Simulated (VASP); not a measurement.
# SnO (P4/nmm) in VASP: notebook, part 2 of 2

VASP 6.6.1. Earlier steps stand in the parts before.

## 3. Single point, revPBE+D4

This run uses another cell than the first one, of 18.48 Å³/atom.

Contents of INCAR:

```
ALGO = Normal ; EDIFF = 1E-6
ENCUT = 600 ; GGA = RE
GGA_COMPAT = F ; ISIF = 2
ISMEAR = -1 ; IVDW = 13
LASPH = T ; LCHARG = F
LREAL = F ; LWAVE = F
NBANDS = 28 ; NELM = 120
PREC = Accurate ; SIGMA = 0.05
```

Contents of KPOINTS:

```
k-points
0
Gamma
  7 7 6
```

Contents of POSCAR:

```
SnO
1.0
    3.8638811754      0.0000000000      0.0000000000
    0.0000000000      3.8638811754      0.0000000000
    0.0000000000      0.0000000000      4.9512221655
Sn O
2 2
Direct
    0.5000000000      0.0000000000      0.7646261400
    0.0000000000      0.5000000000      0.2353738600
    0.0000000000      0.0000000000      0.0000000000
    0.5000000000      0.5000000000      0.0000000000
```

Potentials or basis: VASP PAW PBE potentials, release 64 (Sn_d, O).

The run is started by

```sh
$ cat potpaw_PBE.64/Sn_d/POTCAR potpaw_PBE.64/O/POTCAR > POTCAR
$ mpirun -np 1 vasp_std > vasp.out
```

OUTCAR:

```text
EDIFF = 1E-6
   ENCUT = 600
   GGA = RE
   ISIF = 2
   ISMEAR = -1
   IVDW = 13
   LASPH = T
   LREAL = F
   NELM = 120
   PREC = Accurate

 ion  position               nearest neighbor table
   1  0.500  0.000  0.765-   3 2.26   4 2.26   4 2.26   3 2.26   2 3.59   2 3.59   2 3.59   2 3.59

   2  0.000  0.500  0.235-   3 2.26   4 2.26   3 2.26   4 2.26   1 3.59   1 3.59   1 3.59   1 3.59

   3  0.000  0.000  0.000-   1 2.26   2 2.26   2 2.26   1 2.26
   4  0.500  0.500  0.000-   1 2.26   2 2.26   1 2.26   2 2.26

  LATTYP: Found a simple tetragonal cell.
 ALAT       =     3.8638811754
 C/A-ratio  =     1.2814116016

  Lattice vectors:

 A1 = (   3.8638811754,   0.0000000000,   0.0000000000)
 A2 = (   0.0000000000,   3.8638811754,   0.0000000000)
 A3 = (   0.0000000000,   0.0000000000,   4.9512221655)

Analysis of symmetry for initial positions (statically):
=====================================================================
 Subroutine PRICEL returns:
 Original cell was already a primitive cell.

 Routine SETGRP: Setting up the symmetry group for a
 simple tetragonal supercell.

 Subroutine GETGRP returns: Found 16 space group operations
 (whereof  8 operations were pure point group operations)
 out of a pool of 16 trial point group operations.

The static configuration has the point symmetry D_2d.
 The point group associated with its full space group is D_4h.

Analysis of symmetry for dynamics (positions and initial velocities):
=====================================================================
 Subroutine PRICEL returns:
 Original cell was already a primitive cell.

 Routine SETGRP: Setting up the symmetry group for a
 simple tetragonal supercell.

 Subroutine GETGRP returns: Found 16 space group operations
 (whereof  8 operations were pure point group operations)
 out of a pool of 16 trial point group operations.

[... 122 lines left out ...]
   IALGO  =     38    algorithm
   IMIX   =      4    mixing-type and parameters
     AMIX     =   0.40;   BMIX     =  1.00
     AMIX_MAG =   1.60;   BMIX_MAG =  1.00
  volume/ion in A,a.u.               =      18.48       124.71
  Fermi-wavevector in a.u.,A,eV,Ry     =   1.334058  2.521005 24.214450  1.779712
  Thomas-Fermi vector in A             =   2.462869
   LORBIT       =      0    0 simple, 1 ext, 2 COOP (PROOUT), +10 PAW based schemes
   GGA     = RE    functional components
   LHFCALC =     F    Hartree Fock is set to
   AEXX    =    0.0000 exact exchange contribution
   IVDW    =    13    specifies the selected vdW correction
   LEPSILON=     F    determine dielectric tensor
   LRPA    =     F    only Hartree local field effects (RPA)
 non-spin polarized calculation
  energy-cutoff  :      600.00
  volume of cell :       73.92
 maximum number of plane-waves:      2483
 NGX is ok and might be reduce to    32
   NGX = 15   NGY = 15   NGZ = 19

 number of electron      39.9999994 magnetization

 Free energy of the ion-electron system (eV)
  ---------------------------------------------------
  ext. energy  EPLUGINS =         0.00000000
  ---------------------------------------------------
  free energy    TOTEN  =       -21.41187612 eV

  energy without entropy =      -21.41178533  energy(sigma->0) =      -21.41183073

 E-fermi :   6.8113     XC(G=0):  -9.8389

 val. band max:        6.5595244380   @ k =   0.0000   0.0000   0.0000
 cond. band min:       7.0757979413   @ k =   0.4286   0.4286   0.0000
 fundamental gap:      0.5162735033
 Fermi energy:         6.8113172287

 k-point     1 :       0.0000    0.0000    0.0000
  band No.  band energies     occupation
      1     -15.3083      2.00000
      2     -14.9486      2.00000
      3     -14.9455      2.00000
      4     -14.9455      2.00000
      5     -14.9197      2.00000
      6     -14.9029      2.00000
[... 733 lines left out ...]
     27      15.3877      0.00000
     28      16.2387      0.00000

 [... further k-points ...]

------------------------ aborting loop because EDIFF is reached ----------------------------------------

  DFT-D4 for vdW energy calculation

  Edisp (eV):   -1.80021

  FORCE on cell =-STRESS in cart. coord.  units (eV):
  Direction    XX          YY          ZZ          XY          YZ          ZX
  --------------------------------------------------------------------------------------
  -------------------------------------------------------------------------------------
  Total      -0.70042    -0.70042    -0.79710     0.00000     0.00000     0.00000
  in kB     -15.18135   -15.18135   -17.27684     0.00000     0.00000     0.00000
  external pressure =      -15.88 kB  Pullay stress =        0.00 kB

 VOLUME and BASIS-vectors are now :
 -----------------------------------------------------------------------------
  energy-cutoff  :      600.00
  volume of cell :       73.92
      direct lattice vectors                 reciprocal lattice vectors
     3.863881175  0.000000000  0.000000000     0.258807131  0.000000000  0.000000000
     0.000000000  3.863881175  0.000000000     0.000000000  0.258807131  0.000000000
     0.000000000  0.000000000  4.951222165     0.000000000  0.000000000  0.201970335

 POSITION                                       TOTAL-FORCE (eV/Angst)
 -----------------------------------------------------------------------------------
      1.93194      0.00000      3.78583         0.000000      0.000000     -0.087453
      0.00000      1.93194      1.16539        -0.000000      0.000000      0.087453
      0.00000      0.00000      0.00000        -0.000000      0.000000      0.000000
      1.93194      1.93194      0.00000        -0.000000     -0.000000      0.000000
 -----------------------------------------------------------------------------------
    total drift:                                0.000000     -0.000000     -0.000000

  FREE ENERGIE OF THE ION-ELECTRON SYSTEM (eV)
  ---------------------------------------------------
  free  energy   TOTEN  =       -23.2120886626 eV

  energy  without entropy=      -23.2119978710  energy(sigma->0) =      -23.21204327
```

OSZICAR:

```text
N       E                     dE             d eps       ncg     rms          rms(c)
DAV:   1     0.434647083771E+03    0.43465E+03   -0.21584E+04  2348   0.234E+03
DAV:   2     0.427094332818E+02   -0.39194E+03   -0.37642E+03  2296   0.570E+02
DAV:   3    -0.218741836693E+02   -0.64584E+02   -0.63323E+02  2572   0.187E+02
DAV:   4    -0.251021247048E+02   -0.32279E+01   -0.32108E+01  2516   0.445E+01
DAV:   5    -0.251797240872E+02   -0.77599E-01   -0.77590E-01  2440   0.747E+00    0.117E+01
DAV:   6    -0.214260976960E+02    0.37536E+01   -0.17695E+01  3600   0.454E+01    0.506E+00
DAV:   7    -0.214170824565E+02    0.90152E-02   -0.21888E+00  2640   0.875E+00    0.254E+00
DAV:   8    -0.214147056170E+02    0.23768E-02   -0.29824E-01  2720   0.369E+00    0.828E-01
DAV:   9    -0.214102116617E+02    0.44940E-02   -0.51748E-02  3512   0.217E+00    0.257E-01
DAV:  10    -0.214121964371E+02   -0.19848E-02   -0.88064E-03  2788   0.794E-01    0.153E-01
DAV:  11    -0.214118301237E+02    0.36631E-03   -0.27115E-03  3368   0.446E-01    0.295E-02
DAV:  12    -0.214118812151E+02   -0.51091E-04   -0.32088E-04  2316   0.109E-01    0.381E-02
DAV:  13    -0.214118762401E+02    0.49750E-05   -0.48940E-05  2764   0.571E-02    0.618E-03
DAV:  14    -0.214118761227E+02    0.11735E-06   -0.76602E-06  2676   0.168E-02
   1 F= -.23212089E+02 E0= -.23212043E+02  d E =-.907915E-04
```

It took 93 s on 1 thread of Intel Xeon 8259CL, shared host; peak memory 0.24 GiB.

What came out:

- Free energy: -23.2121 eV
- Pressure: -1.6 GPa
- Largest force: 0.087 eV/Å
- Band gap on the k mesh: 0.52 eV (least direct gap 2.01 eV)
- Dispersion energy per atom: -0.450 eV

Forces in eV/Å, atoms in the order of the input:
```
Sn   0.000  0.000 -0.087
Sn   0.000  0.000  0.087
O    0.000  0.000  0.000
O    0.000  0.000  0.000
```

Caveat: the PAW data sets were made with another functional, which shifts forces and pressure a little; spin-orbit coupling is left out, which moves the levels of the heavy elements; an odd mesh through Γ misses points on the zone boundary, where band edges can lie.
